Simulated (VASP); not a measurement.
# Si23O48 (a cell with a defect) in VASP: single point with PBEsol

Aim: the single point of Si23O48 (a cell with a defect) with PBEsol.

All numbers are computed with VASP 6.6.1; they aren't measurements. Logs are shortened: lines on timing, memory, paths and dates and some standing lists are left out, and cuts for length are marked.

### Step 1. The cell of the first run

The cell holds a defect, 71 atoms: a = 8.389 Å, b = 8.389 Å, c = 8.036 Å, α = 90.00°, β = 90.00°, γ = 90.00°.

### Step 2. Single point, PBEsol

Contents of INCAR:

```
SYSTEM = Si23O48
ALGO = Normal
EDIFF = 1E-6
ENCUT = 520
GGA = PS
GGA_COMPAT = .FALSE.
ISIF = 2
ISMEAR = -1
ISYM = -1
LASPH = .TRUE.
LCHARG = .FALSE.
LREAL = Auto
LWAVE = .FALSE.
NBANDS = 231
NELECT = 384.0
NELM = 120
PREC = Accurate
SIGMA = 0.05
```

Contents of KPOINTS:

```
explicit points
1
Reciprocal
  0.25000000   0.25000000   0.25000000 1
```

Contents of POSCAR:

```
Si23O48
1.0
    8.3886930000      0.0000000000      0.0000000000
    0.0000000000      8.3886930000      0.0000000000
    0.0000000000      0.0000000000      8.0356430000
Si O
23 48
Direct
    0.9997590000      0.9998880000      0.0009370000
    0.9997510000      0.9998800000      0.3332570000
    0.9997450000      0.9998750000      0.6655780000
    0.9997610000      0.4998840000      0.9997040000
    0.9997530000      0.4998790000      0.3332600000
    0.9997520000      0.4998810000      0.6668170000
    0.4997560000      0.9998840000      0.9997060000
    0.4997560000      0.9998850000      0.3332580000
    0.4997600000      0.9998790000      0.6668140000
    0.4997560000      0.4998910000      0.0139380000
    0.4997480000      0.4998710000      0.6525820000
    0.2522180000      0.2523470000      0.1713560000
    0.2521950000      0.2523230000      0.4951960000
    0.2504280000      0.2505510000      0.8332780000
    0.2582150000      0.7414200000      0.1656590000
    0.2582180000      0.7414130000      0.5008580000
    0.2536620000      0.7459720000      0.8332570000
    0.7412980000      0.2583500000      0.1656550000
    0.7412890000      0.2583440000      0.5008580000
    0.7458470000      0.2537970000      0.8332570000
    0.7473020000      0.7474280000      0.1713300000
    0.7472930000      0.7474170000      0.4951690000
    0.7490800000      0.7492090000      0.8332470000
    0.1528640000      0.1529940000      0.0001780000
    0.1470270000      0.1471550000      0.3332530000
    0.1528610000      0.1529880000      0.6663230000
    0.1468700000      0.6556860000      0.9965380000
    0.1512120000      0.6530260000      0.3332580000
    0.1468890000      0.6556830000      0.6699690000
    0.6555550000      0.1470060000      0.9965360000
    0.6528930000      0.1513500000      0.3332500000
    0.6555520000      0.1470250000      0.6699710000
    0.6552890000      0.6554230000      0.9997660000
    0.6612750000      0.6614210000      0.3332370000
    0.6552850000      0.6554210000      0.6667270000
    0.3442240000      0.3443430000      0.9998010000
    0.3382250000      0.3383430000      0.3332960000
    0.3442150000      0.3443350000      0.6667530000
    0.3439610000      0.8527350000      0.9965450000
    0.3466160000      0.8484120000      0.3332620000
    0.3439570000      0.8527590000      0.6699790000
    0.8526220000      0.3440840000      0.9965430000
    0.8483010000      0.3467330000      0.3332550000
    0.8526400000      0.3440800000      0.6699810000
    0.8466450000      0.8467700000      0.0001970000
    0.8524760000      0.8526100000      0.3332660000
    0.8466450000      0.8467690000      0.6663440000
    0.0950350000      0.4030500000      0.1655790000
    0.0950170000      0.4030410000      0.5009480000
    0.0982290000      0.4043430000      0.8332720000
    0.0976620000      0.9019840000      0.1651240000
    0.0976450000      0.9019790000      0.5013940000
    0.0959950000      0.9036380000      0.8332580000
    0.6036540000      0.3960300000      0.1510560000
    0.6036350000      0.3960160000      0.5154510000
    0.5959790000      0.4036570000      0.8332560000
    0.5965920000      0.9046140000      0.1655720000
    0.5965910000      0.9046060000      0.5009370000
    0.5952960000      0.9014130000      0.8332470000
    0.4029200000      0.0951610000      0.1655800000
    0.4029160000      0.0951440000      0.5009490000
    0.4042170000      0.0983500000      0.8332700000
    0.3958720000      0.6037490000      0.1510640000
    0.3958660000      0.6037370000      0.5154610000
    0.4035240000      0.5961050000      0.8332570000
    0.9018610000      0.0977890000      0.1651230000
    0.9018430000      0.0977810000      0.5013940000
    0.9035110000      0.0961230000      0.8332570000
    0.9044890000      0.5967180000      0.1655720000
    0.9044770000      0.5967170000      0.5009380000
    0.9012840000      0.5954210000      0.8332500000
```

Potentials or basis: VASP PAW PBE potentials, release 64 (Si, O).

The run is started by

```console
cat potpaw_PBE.64/Si/POTCAR potpaw_PBE.64/O/POTCAR > POTCAR
mpirun -np 1 vasp_std > vasp.out
```

OUTCAR:

```text
SYSTEM = Si23O48
   EDIFF = 1E-6
   ENCUT = 520
   GGA = PS
   ISIF = 2
   ISMEAR = -1
   ISYM = -1
   LASPH = .TRUE.
   LREAL = Auto
   NELECT = 384.0
   NELM = 120
   PREC = Accurate

 ion  position               nearest neighbor table
   1  1.000  1.000  0.001-  66 1.76  51 1.76  68 1.77  53 1.77  24 1.82  45 1.82   2 2.67   3 2.69

   2  1.000  1.000  0.333-  46 1.75  25 1.75  66 1.78  52 1.78  51 1.78  67 1.78   1 2.67   3 2.67

   3  1.000  1.000  0.666-  52 1.76  67 1.76  68 1.77  53 1.77  47 1.82  26 1.82   2 2.67   1 2.69
[... 75 lines left out ...]
  58  0.597  0.905  0.501-   9 1.75   8 1.76  22 1.83
  59  0.595  0.901  0.833-   9 1.76   7 1.76  23 1.82
  60  0.403  0.095  0.166-   7 1.75   8 1.76  12 1.83
  61  0.403  0.095  0.501-   9 1.75   8 1.76  13 1.83
  62  0.404  0.098  0.833-   7 1.76   9 1.76  14 1.82
  63  0.396  0.604  0.151-  15 1.64  10 1.65
  64  0.396  0.604  0.515-  16 1.64  11 1.65
  65  0.404  0.596  0.833-  17 1.78  10 1.85  11 1.85
  66  0.902  0.098  0.165-   1 1.76   2 1.78  18 1.90
  67  0.902  0.098  0.501-   3 1.76   2 1.78  19 1.90
  68  0.904  0.096  0.833-   3 1.77   1 1.77  20 1.87
  69  0.904  0.597  0.166-   4 1.75   5 1.76  21 1.83
  70  0.904  0.597  0.501-   6 1.75   5 1.76  22 1.83
  71  0.901  0.595  0.833-   6 1.76   4 1.76  23 1.82

IMPORTANT INFORMATION: All symmetrisations will be switched off!
NOSYMM: (Re-)initialisation of all symmetry stuff for point group C_1.

----------------------------------------------------------------------------------------

                                     Primitive cell

  volume of cell :     565.4696

  direct lattice vectors                    reciprocal lattice vectors
     8.388693000  0.000000000  0.000000000     0.119208082  0.000000000  0.000000000
     0.000000000  8.388693000  0.000000000     0.000000000  0.119208082  0.000000000
     0.000000000  0.000000000  8.035643000     0.000000000  0.000000000  0.124445548

  length of vectors
     8.388693000  8.388693000  8.035643000     0.119208082  0.119208082  0.124445548

  position of ions in fractional coordinates (direct lattice)
     0.999759000  0.999888000  0.000937000
     0.999751000  0.999880000  0.333257000
     0.999745000  0.999875000  0.665578000
     0.999761000  0.499884000  0.999704000
     0.999753000  0.499879000  0.333260000
     0.999752000  0.499881000  0.666817000
[... 63 lines left out ...]
     0.904477000  0.596717000  0.500938000
     0.901284000  0.595421000  0.833250000

[... 106 lines left out ...]
   NSW    =      0    number of steps for IOM
   IBRION =     -1    ionic relax: 0-MD 1-quasi-New 2-CG
   NFREE  =      0    steps in history (QN), initial steepest desc. (CG)
   ISIF   =      2    stress and relaxation
   ISYM   =     -1    0-nonsym 1-usesym 2-fastsym
   POTIM  = 0.5000    time-step for ionic-motion
   TEBEG  =    0.0;   TEEND  =   0.0 temperature during run
   PSTRESS=    0.0 pullay stress
   NELECT =     384.0000    total number of electrons
   NUPDOWN=      -1.0000    fix difference up-down
   EMIN   =  10.00;   EMAX   =-10.00  energy-range for DOS
   EFERMI =   0.00;   METHOD = LEGACY
   ISMEAR =    -1;   SIGMA  =   0.05  broadening in eV -4-tet -1-fermi 0-gaus
   EFERMI_NEDOS =   21; number of points for ismear=-14 and -15
   IALGO  =     38    algorithm
   IMIX   =      4    mixing-type and parameters
     AMIX     =   0.40;   BMIX     =  1.00
     AMIX_MAG =   1.60;   BMIX_MAG =  1.00
  volume/ion in A,a.u.               =       7.96        53.75
  Fermi-wavevector in a.u.,A,eV,Ry     =   1.438960  2.719241 28.172317  2.070607
  Thomas-Fermi vector in A             =   2.557869
   LORBIT       =      0    0 simple, 1 ext, 2 COOP (PROOUT), +10 PAW based schemes
   GGA     = PS    functional components
   LHFCALC =     F    Hartree Fock is set to
   AEXX    =    0.0000 exact exchange contribution
   IVDW    =     0    specifies the selected vdW correction
   LEPSILON=     F    determine dielectric tensor
   LRPA    =     F    only Hartree local field effects (RPA)
 non-spin polarized calculation
  energy-cutoff  :      520.00
  volume of cell :      565.47
 maximum number of plane-waves:     15222
 NGX is ok and might be reduce to    64
   NGX = 31   NGY = 31   NGZ = 29

 number of electron     383.9999873 magnetization

 Free energy of the ion-electron system (eV)
  ---------------------------------------------------
  ext. energy  EPLUGINS =         0.00000000
  ---------------------------------------------------
  free energy    TOTEN  =      -537.80545123 eV

  energy without entropy =     -537.80545123  energy(sigma->0) =     -537.80545123

 E-fermi :   9.0818     XC(G=0): -12.4203

 val. band max:        7.7705722573   @ k =   0.2500   0.2500   0.2500
 cond. band min:      13.6954494872   @ k =   0.2500   0.2500   0.2500
 fundamental gap:      5.9248772298
 Fermi energy:         9.0817511958

 k-point     1 :       0.2500    0.2500    0.2500
  band No.  band energies     occupation
      1     -14.7399      2.00000
      2     -14.2542      2.00000
      3     -14.0282      2.00000
      4     -13.9629      2.00000
      5     -13.6000      2.00000
      6     -13.4543      2.00000
[... 196 lines left out ...]
    203      15.3955      0.00000
    204      15.4366      0.00000
 [bands above 204 left out]

------------------------ aborting loop because EDIFF is reached ----------------------------------------

  FORCE on cell =-STRESS in cart. coord.  units (eV):
  Direction    XX          YY          ZZ          XY          YZ          ZX
  --------------------------------------------------------------------------------------
  -------------------------------------------------------------------------------------
  Total       66.5116431     66.5178792     59.0493963      3.3528265      0.1152726      0.1138575
  in kB      188.4512503    188.4689194    167.3080387      9.4997553      0.3266083      0.3225991
  external PRESSURE =     181.4094028 kB  Pullay stress =       0.0000000 kB

 VOLUME and BASIS-vectors are now :
 -----------------------------------------------------------------------------
  energy-cutoff  :      520.00
  volume of cell :      565.47
      direct lattice vectors                 reciprocal lattice vectors
     8.388693000  0.000000000  0.000000000     0.119208082  0.000000000  0.000000000
     0.000000000  8.388693000  0.000000000     0.000000000  0.119208082  0.000000000
     0.000000000  0.000000000  8.035643000     0.000000000  0.000000000  0.124445548

 POSITION                                       TOTAL-FORCE (eV/Angst)
 -----------------------------------------------------------------------------------
      8.38667      8.38775      0.00753         0.000369     -0.000298     -0.005864
      8.38660      8.38769      2.67793         0.000816      0.000282      0.000325
      8.38655      8.38764      5.34835         0.000332     -0.000315      0.006092
      8.38669      4.19337      8.03326         0.000483      0.000298     -0.000345
      8.38662      4.19333      2.67796         0.000835      0.000181     -0.000300
      8.38661      4.19335      5.35830         0.000512     -0.000128     -0.000582
[... 63 lines left out ...]
      7.58738      5.00568      4.02536        -0.026522      0.028997      0.002609
      7.56059      4.99480      6.69570        -0.021789      0.028480     -0.001595
 -----------------------------------------------------------------------------------
    total drift:                                0.011123      0.017137      0.001128

  FREE ENERGIE OF THE ION-ELECTRON SYSTEM (eV)
  ---------------------------------------------------
  free  energy   TOTEN  =      -537.8054512303 eV

  energy  without entropy=     -537.8054512303  energy(sigma->0) =     -537.80545123
```

Run time: 3.8 min. Hardware: 1 thread of Intel Xeon Platinum 8259CL at 2.50GHz (Skylake/Cascade Lake), shared host; peak memory 0.54 GiB.

Results:

- Free energy: -537.8055 eV
- Largest force: 0.120 eV/Å

Forces on the atoms (eV/Å):
```
Si   0.000  0.000 -0.006
Si   0.001  0.000  0.000
Si   0.000  0.000  0.006
Si   0.000  0.000  0.000
Si   0.001  0.000  0.000
Si   0.001  0.000 -0.001
Si   0.001  0.000 -0.001
Si   0.000 -0.001  0.000
Si   0.000  0.000  0.000
Si   0.001  0.000 -0.013
Si  -0.001  0.000  0.013
Si  -0.017 -0.018 -0.066
Si  -0.017 -0.018  0.066
Si   0.001  0.001 -0.001
Si  -0.060  0.060  0.034
Si  -0.060  0.061 -0.033
Si  -0.016  0.017  0.000
Si   0.061 -0.060  0.034
Si   0.061 -0.060 -0.034
Si   0.015 -0.015  0.001
Si   0.019  0.018 -0.067
Si   0.018  0.018  0.067
Si  -0.001  0.000  0.000
O   -0.016 -0.016  0.009
O   -0.012 -0.012  0.000
O   -0.016 -0.015 -0.008
O   -0.025 -0.014 -0.003
O   -0.026 -0.011  0.000
O   -0.025 -0.014  0.002
O   -0.013 -0.025 -0.002
O   -0.009 -0.027  0.000
O   -0.013 -0.024  0.002
O   -0.034 -0.034 -0.006
O   -0.084 -0.086  0.000
O   -0.035 -0.033  0.006
O    0.035  0.035 -0.006
O    0.084  0.085 -0.001
O    0.035  0.036  0.006
O    0.014  0.024 -0.001
O    0.008  0.028  0.000
O    0.013  0.023  0.002
O    0.024  0.014 -0.002
O    0.027  0.009  0.001
O    0.024  0.013  0.002
O    0.018  0.018  0.009
O    0.010  0.010  0.000
O    0.018  0.018 -0.008
O    0.027 -0.030 -0.002
O    0.025 -0.030  0.002
O    0.019 -0.029  0.000
O    0.031 -0.031  0.005
O    0.032 -0.031 -0.005
O    0.026 -0.025  0.001
O   -0.019  0.016  0.001
O   -0.018  0.016 -0.001
O   -0.015  0.015  0.001
O    0.029 -0.026 -0.002
O    0.029 -0.026  0.002
O    0.028 -0.021 -0.001
O   -0.029  0.025 -0.003
O   -0.029  0.025  0.002
O   -0.030  0.020  0.000
O    0.017 -0.016  0.001
O    0.017 -0.016 -0.001
O    0.014 -0.015  0.001
O   -0.030  0.030  0.004
O   -0.029  0.031 -0.005
O   -0.028  0.027  0.000
O   -0.028  0.029 -0.002
O   -0.027  0.029  0.003
O   -0.022  0.028 -0.002
```

Caveat: the cell carries a net charge on a neutralising background, which shifts energy and pressure; the cell is charged against a uniform background, so pressure and absolute levels hang on convention; the PAW data sets were made with another functional, which shifts forces and pressure a little.
